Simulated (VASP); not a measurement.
# Al4FeCo3 in VASP: notebook, part 2 of 2

VASP 6.6.1. Earlier steps stand in the parts before.

## 4. Single point, PBE

File INCAR:

```
SYSTEM = Al4FeCo3
PREC     = Accurate       ! precision mode
ENCUT    = 520            ! plane-wave cutoff, eV
EDIFF    = 1E-6           ! SCF threshold, eV
ISMEAR   = 0              ! smearing method
SIGMA    = 0.1            ! smearing width, eV
LREAL    = .False.        ! projectors in reciprocal space
LASPH    = .True.         ! aspherical terms in the spheres
NELM     = 80             ! most SCF steps
ALGO     = Fast           ! electronic algorithm
ISIF     = 2              ! what is computed and relaxed
LWAVE    = .False.        ! write WAVECAR
LCHARG   = .True.         ! write CHGCAR
GGA      = PE             ! functional
LELF     = .True.         ! ELF
LVHAR    = .True.       
NBANDS   = 34             ! bands
```

File KPOINTS:

```
regular mesh
0
Gamma
  10 10 10
  0 0 0
```

File POSCAR:

```
Al4FeCo3
1.0
   -2.8541906649      2.8541906649      2.8541906649
    2.8541906649     -2.8541906649      2.8541906649
    2.8541906649      2.8541906649     -2.8541906649
Al Fe Co
4 1 3
Direct
    0.0000000000      0.5000000000      0.0000000000
    0.5000000000      0.5000000000      0.5000000000
    0.0000000000      0.0000000000      0.5000000000
    0.5000000000      0.0000000000      0.0000000000
    0.0000000000      0.0000000000      0.0000000000
    0.5000000000      0.0000000000      0.5000000000
    0.5000000000      0.5000000000      0.0000000000
    0.0000000000      0.5000000000      0.5000000000
```

On the command line:

```
$ cat potpaw_PBE.64/Al/POTCAR potpaw_PBE.64/Fe/POTCAR potpaw_PBE.64/Co/POTCAR > POTCAR
$ mpirun -np 1 vasp_std > vasp.out
```

Run time: 3.5 min. Hardware: 1 thread of AMD EPYC 7R13 (Zen 3), shared host; peak memory 0.3 GiB.

The run converged. Its results:

```yaml
Free_energy: -48.7737 eV
Pressure: 0.0 GPa
Band_gap_on_the_k_mesh: zero (an odd number of electrons rules out a gap without spin polarisation)
```

Levels at points of the mesh, in eV from the Fermi level:
```csv
k point,band 20,band 21,band 22,band 23,band 24,band 25,band 26,band 27,band 28,band 29
"(0.00, 0.00, 0.00)",-1.00,-1.00,-0.29,-0.29,-0.29,0.04,0.36,0.36,2.91,2.91
"(0.50, 0.00, 0.00)",-0.87,-0.68,-0.65,-0.30,0.02,0.54,0.99,2.05,2.23,3.73
"(0.50, 0.50, 0.50)",-0.20,-0.20,0.19,0.19,0.52,0.90,0.90,2.79,2.79,2.79
```

Caveat: the run has no spin polarisation, though such a crystal can be magnetic.

## 5. Single point, PBE, collinear spin, ferromagnetic start

This run uses another cell than the first one, of 13.15 Å³/atom.

File INCAR:

```
SYSTEM = Al4FeCo3
PREC = Accurate
ENCUT = 520
EDIFF = 1E-7
ISMEAR = 0
SIGMA = 0.1
LREAL = .FALSE.
LASPH = .TRUE.
NELM = 150
ALGO = Normal
ISIF = 2
LWAVE = .FALSE.
LCHARG = .FALSE.
ISPIN = 2
MAGMOM = 0 0 0 0 4 3 3 3
LORBIT = 11
LMAXMIX = 4
GGA = PE
NBANDS = 38
```

File KPOINTS:

```
Automatic mesh
0
G
  4 4 4
  0 0 0
```

POSCAR, as its differences from that of step 4:

```diff
@@ -2,5 +2,5 @@
 1.0
-   -2.8541906649      2.8541906649      2.8541906649
-    2.8541906649     -2.8541906649      2.8541906649
-    2.8541906649      2.8541906649     -2.8541906649
+   -2.9738425000      2.9738425000      2.9738425000
+    2.9738425000     -2.9738425000      2.9738425000
+    2.9738425000      2.9738425000     -2.9738425000
 Al Fe Co
```

Potentials or basis: VASP PAW PBE potentials, release 64 (Al, Fe, Co).

On the command line:

```
$ cat potpaw_PBE.64/Al/POTCAR potpaw_PBE.64/Fe/POTCAR potpaw_PBE.64/Co/POTCAR > POTCAR
$ mpirun -np 1 vasp_std > vasp.out
```

OUTCAR:

```text
SYSTEM = Al4FeCo3
   PREC = Accurate
   ENCUT = 520
   EDIFF = 1E-7
   ISMEAR = 0
   LREAL = .FALSE.
   LASPH = .TRUE.
   NELM = 150
   ISIF = 2
   ISPIN = 2
   LORBIT = 11
   GGA = PE

 ion  position               nearest neighbor table
   1  0.000  0.500  0.000-   5 2.58   6 2.58   7 2.58   8 2.58   8 2.58   5 2.58   7 2.58   6 2.58
                             4 2.97   3 2.97   2 2.97   2 2.97   4 2.97   3 2.97
   2  0.500  0.500  0.500-   5 2.58   6 2.58   7 2.58   8 2.58   7 2.58   6 2.58   8 2.58   5 2.58
                             4 2.97   4 2.97   1 2.97   1 2.97   3 2.97   3 2.97
   3  0.000  0.000  0.500-   5 2.58   6 2.58   7 2.58   8 2.58   5 2.58   8 2.58   6 2.58   7 2.58
                             4 2.97   1 2.97   1 2.97   4 2.97   2 2.97   2 2.97
   4  0.500  0.000  0.000-   5 2.58   6 2.58   7 2.58   8 2.58   6 2.58   7 2.58   5 2.58   8 2.58
                             3 2.97   2 2.97   1 2.97   3 2.97   1 2.97   2 2.97
   5  0.000  0.000  0.000-   1 2.58   2 2.58   3 2.58   4 2.58   3 2.58   1 2.58   4 2.58   2 2.58
                             7 2.97   8 2.97   8 2.97   6 2.97   7 2.97   6 2.97
   6  0.500  0.000  0.500-   1 2.58   2 2.58   3 2.58   4 2.58   4 2.58   2 2.58   3 2.58   1 2.58
[... 852 lines left out ...]
    total drift:                               -0.000000     -0.000000      0.000000

  FREE ENERGIE OF THE ION-ELECTRON SYSTEM (eV)
  ---------------------------------------------------
  free  energy   TOTEN  =       -48.0952091740 eV

  energy  without entropy=      -48.0892194498  energy(sigma->0) =      -48.09221431

 total charge

# of ion       s       p       d       tot
------------------------------------------
    1        0.385   0.379   0.000   0.764
    2        0.385   0.379   0.000   0.764
    3        0.385   0.379   0.000   0.764
    4        0.385   0.379   0.000   0.764
    5        0.379   0.419   6.437   7.235
    6        0.393   0.408   7.429   8.230
    7        0.393   0.408   7.429   8.230
    8        0.393   0.408   7.429   8.230
--------------------------------------------------
tot          3.095   3.160  28.725  34.980

 magnetization (x)

# of ion       s       p       d       tot
------------------------------------------
    1       -0.000   0.000   0.000  -0.000
    2       -0.000   0.000   0.000  -0.000
    3       -0.000   0.000   0.000  -0.000
    4       -0.000   0.000   0.000  -0.000
    5        0.000  -0.000   0.000   0.000
    6       -0.000   0.000  -0.000  -0.000
    7       -0.000   0.000  -0.000  -0.000
    8       -0.000   0.000  -0.000  -0.000
--------------------------------------------------
tot         -0.000   0.000   0.000   0.000
```

OSZICAR:

```text
N       E                     dE             d eps       ncg     rms          rms(c)
DAV:   1     0.293330980418E+03    0.29333E+03   -0.19481E+04  1216   0.133E+03
DAV:   2    -0.326498261575E+02   -0.32598E+03   -0.30661E+03  1216   0.298E+02
DAV:   3    -0.517692707612E+02   -0.19119E+02   -0.18066E+02  1362   0.914E+01
[... 20 lines left out ...]
DAV:  24    -0.480952061027E+02   -0.53249E-05   -0.11049E-04  1758   0.211E-01    0.865E-03
DAV:  25    -0.480952082102E+02   -0.21075E-05   -0.26512E-05  1804   0.988E-02    0.428E-03
DAV:  26    -0.480952089943E+02   -0.78402E-06   -0.44640E-06  1458   0.438E-02    0.152E-03
DAV:  27    -0.480952090251E+02   -0.30885E-07   -0.54529E-06  2052   0.346E-02    0.150E-03
DAV:  28    -0.480952091467E+02   -0.12159E-06   -0.75795E-07  1410   0.863E-03    0.623E-04
DAV:  29    -0.480952091740E+02   -0.27293E-07   -0.10752E-07   824   0.688E-03
   1 F= -.48095209E+02 E0= -.48092214E+02  d E =-.598972E-02  mag=     0.0001
```

stdout:

```text
POSCAR found type information on POSCAR AlFeCo
 POSCAR found :  3 types and       8 ions
 scaLAPACK will be used
 LDA part: xc-table for (Slater+PW92), standard interpolation
 POSCAR, INCAR and KPOINTS ok, starting setup
 FFT: planning ... GRIDC
 FFT: planning ... GRID_SOFT
 FFT: planning ... GRID
 WAVECAR not read
 entering main loop
```

Run time: 2.3 min. Hardware: 1 thread of AMD EPYC 7R13 (Zen 3), shared host; peak memory 0.28 GiB.

What came out:

| Property | Result |
| --- | --- |
| Free energy | -48.0952 eV |
| Pressure | -17.2 GPa |
| Net moment | 0.00 μB per cell |
| Valence electrons inside the program's atomic spheres | Al 0.76; Fe 7.24; Co 8.23 |

Caveat: the k points lie up to 0.37 Å⁻¹ apart; the moments typed at the start vanished in this run.

## 6. Single point, PBE

File INCAR:

```
  ALGO = Fast
  EDIFF = 1E-7
  ENCUT = 520
  GGA = PE
  ISIF = 2
  ISMEAR = 0
  LASPH = T
  LCHARG = F
  LREAL = F
  LWAVE = F
  NBANDS = 34
  NELM = 60
  PREC = Accurate
  SIGMA = 0.2
```

File KPOINTS:

```
k-points
0
Gamma
  6 6 6
```

File POSCAR:

```
Al4FeCo3
1.0
   -2.8550906886      2.8547826270      2.8523011949
    2.8544701484     -2.8555683554      2.8524501231
    2.8547346201      2.8552047827     -2.8530644761
Al Fe Co
4 1 3
Direct
    0.9999810914      0.4999469348     -0.0000135726
    0.5000207217      0.5000023959      0.5000057120
    0.9999607220     -0.0000075661      0.4999784146
    0.5000372799      0.0000255261     -0.0000287414
    0.0000335933      0.0000081342      0.0000339996
    0.4999677728     -0.0000119741      0.4999778379
    0.4999905942      0.5000215159      0.0000114425
    1.0000082246      0.5000150333      0.5000349073
```

Potentials or basis: VASP PAW PBE potentials, release 64 (Al, Fe, Co).

On the command line:

```
$ cat potpaw_PBE.64/Al/POTCAR potpaw_PBE.64/Fe/POTCAR potpaw_PBE.64/Co/POTCAR > POTCAR
$ mpirun -np 1 vasp_std > vasp.out
```

Wall time 8.2 min (1 thread of AMD EPYC 7R13 (Zen 3), shared host); peak memory 0.44 GiB.

Results (log left out):

- Free energy: -48.7960 eV
- Pressure: 0.1 GPa
- Band gap on the k mesh: zero (an odd number of electrons rules out a gap without spin polarisation)

Forces in eV/Å, atoms in the order of the input:
```
Al   0.002  0.000  0.001
Al   0.001  0.000  0.000
Al   0.000  0.002  0.000
Al   0.001  0.000 -0.002
Fe  -0.001 -0.001  0.000
Co   0.000  0.000  0.000
Co  -0.001  0.000  0.000
Co  -0.001 -0.001  0.001
```

Stress tensor (GPa, compression positive):
```
0.03 0.02 0.03
0.02 0.00 0.04
0.03 0.04 0.18
```

Levels at points of the mesh, in eV from the Fermi level:
| k point | band 22 | band 23 | band 24 | band 25 | band 26 | band 27 |
| --- | --- | --- | --- | --- | --- | --- |
| (0.00, 0.00, 0.00) | -0.29 | -0.29 | -0.29 | 0.05 | 0.36 | 0.36 |
| (0.50, 0.00, 0.00) | -0.66 | -0.30 | 0.01 | 0.54 | 0.98 | 2.05 |
| (0.00, 0.50, 0.00) | -0.66 | -0.30 | 0.01 | 0.54 | 0.98 | 2.05 |
| (0.50, 0.50, 0.00) | -0.65 | -0.30 | 0.02 | 0.55 | 0.99 | 2.04 |
| (0.00, 0.00, 0.50) | -0.65 | -0.30 | 0.02 | 0.55 | 0.99 | 2.04 |
| (0.50, 0.00, 0.50) | -0.66 | -0.30 | 0.01 | 0.54 | 0.98 | 2.05 |
| (0.00, 0.50, 0.50) | -0.66 | -0.30 | 0.01 | 0.54 | 0.98 | 2.05 |
| (0.50, 0.50, 0.50) | 0.19 | 0.20 | 0.52 | 0.90 | 0.90 | 2.79 |

Caveat: the run has no spin polarisation, though such a crystal can be magnetic.

## 7. Relaxation of cell and atoms, PBE

File INCAR:

```
PREC = Accurate
ENCUT = 600
EDIFF = 1E-6
ISMEAR = 0
SIGMA = 0.1
LREAL = False
LASPH = True
NELM = 80
ALGO = Fast
ISIF = 3
LWAVE = False
LCHARG = False
GGA = PE
IBRION = 2
NSW = 100
EDIFFG = -0.01
```

File KPOINTS:

```
regular mesh
0
Gamma
  10 10 10
```

File POSCAR:

```
Al4FeCo3
1.0
   -2.8539667376      2.8539667376      2.8539667376
    2.8539667376     -2.8539667376      2.8539667376
    2.8539667376      2.8539667376     -2.8539667376
Al Fe Co
4 1 3
Direct
    0.0000000000      0.5000000000      0.0000000000
    0.5000000000      0.5000000000      0.5000000000
    0.0000000000      0.0000000000      0.5000000000
    0.5000000000      0.0000000000      0.0000000000
    0.0000000000      0.0000000000      0.0000000000
    0.5000000000      0.0000000000      0.5000000000
    0.5000000000      0.5000000000      0.0000000000
    0.0000000000      0.5000000000      0.5000000000
```

On the command line:

```
$ cat potpaw_PBE.64/Al/POTCAR potpaw_PBE.64/Fe/POTCAR potpaw_PBE.64/Co/POTCAR > POTCAR
$ mpirun -np 1 vasp_std > vasp.out
```

It took 3.3 min on 1 thread of AMD EPYC 7R13 (Zen 3), shared host; peak memory 0.31 GiB.

The run converged. Its results:

- Free energy: -48.7730 eV
- Pressure after relaxing: 0.0 GPa
- Band gap on the k mesh: zero (an odd number of electrons rules out a gap without spin polarisation)

Final structure:
```yaml
crystal:
  lattice:
    - [-2.85397, 2.85397, 2.85397]
    - [2.85397, -2.85397, 2.85397]
    - [2.85397, 2.85397, -2.85397]
  atoms:
    - { symbol: Al, position: [0.00000, 0.50000, 0.00000] }
    - { symbol: Al, position: [0.50000, 0.50000, 0.50000] }
    - { symbol: Al, position: [0.00000, 0.00000, 0.50000] }
    - { symbol: Al, position: [0.50000, 0.00000, 0.00000] }
    - { symbol: Fe, position: [0.00000, 0.00000, 0.00000] }
    - { symbol: Co, position: [0.50000, 0.00000, 0.50000] }
    - { symbol: Co, position: [0.50000, 0.50000, 0.00000] }
    - { symbol: Co, position: [0.00000, 0.50000, 0.50000] }
```

Levels at points of the mesh, in eV from the Fermi level:
```
           k point  band 21  band 22  band 23  band 24  band 25  band 26  band 27  band 28
(0.00, 0.00, 0.00)    -1.00    -0.29    -0.29    -0.29     0.04     0.36     0.36     2.96
(0.50, 0.00, 0.00)    -0.68    -0.65    -0.30     0.02     0.54     0.99     2.05     2.24
(0.50, 0.50, 0.50)    -0.20     0.19     0.19     0.52     0.90     0.91     2.79     2.79
```

Caveat: the relaxation stopped at its first step, so nothing moved; the run has no spin polarisation, though such a crystal can be magnetic. Spin polarisation is off, so any magnetic state and its effect on volume and gap are missing.

## 8. Summary

```tsv
task	cell	k mesh	cutoff (eV)	smearing	gap on the mesh (eV)	pressure (GPa)
single point	a = 4.944 Å, angles 109.5°, 8 atoms	6 × 6 × 6	520	gaussian 0.2 eV	none	0.0
single point	a = 4.944 Å, angles 109.5°, 8 atoms	10 × 10 × 10	520	gaussian 0.1 eV	none	0.0
single point	a = 4.943 Å, angles 109.5, 109.4, 109.5°, 8 atoms	6 × 6 × 6	520	gaussian 0.2 eV	none	0.1
relaxation of cell and atoms	relaxed from a = 4.943 Å, angles 109.5°, 8 atoms	10 × 10 × 10	600	gaussian 0.1 eV	none	0.0
```

Alike in all rows: level PBE; potentials or basis VASP PAW PBE potentials, release 64 (Al, Fe, Co); no spin polarisation.

Caveats: the run has no spin polarisation, though such a crystal can be magnetic; the relaxation stopped at its first step, so nothing moved (at least some runs).

Total energies depend on the potentials used, so only differences within one code and one set of settings carry meaning.
